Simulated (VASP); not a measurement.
Runs of VASP 6.6.1 on TiH2. The structure is that of space group I4/mmm (No. 139), or close to it. The cells are those of the table. 

```csv
cell,gap on the mesh (eV),pressure (GPa)
"a = 3.075 Å, angles 117.4, 117.4, 94.5°, 3 atoms",none,(a)
"a = 2.973 Å, angles 116.8, 116.8, 95.6°, 3 atoms",none,17.2
"a = 3.042 Å, angles 117.2, 117.2, 94.8°, 3 atoms",none,5.3
"a = 2.937 Å, angles 116.5, 116.5, 96.1°, 3 atoms",none,(b)
"a = 3.008 Å, angles 117.0, 117.0, 95.2°, 3 atoms",none,10.8
```

Alike in all rows: task single point; level r2SCAN; potentials or basis VASP PAW PBE potentials, release 64 (Ti_sv, H); no spin polarisation; k mesh 18 × 18 × 18; cutoff (eV) 520; smearing gaussian 0.1 eV.

Question: Estimate the missing entries.

Answer: (a) 0.5; (b) 24.7.

Caveats: the PAW data sets were made with another functional, which shifts forces and pressure a little; the cell stands under pressure (at least some runs).

A gap of «none» marks levels without a gap at the run's occupations.
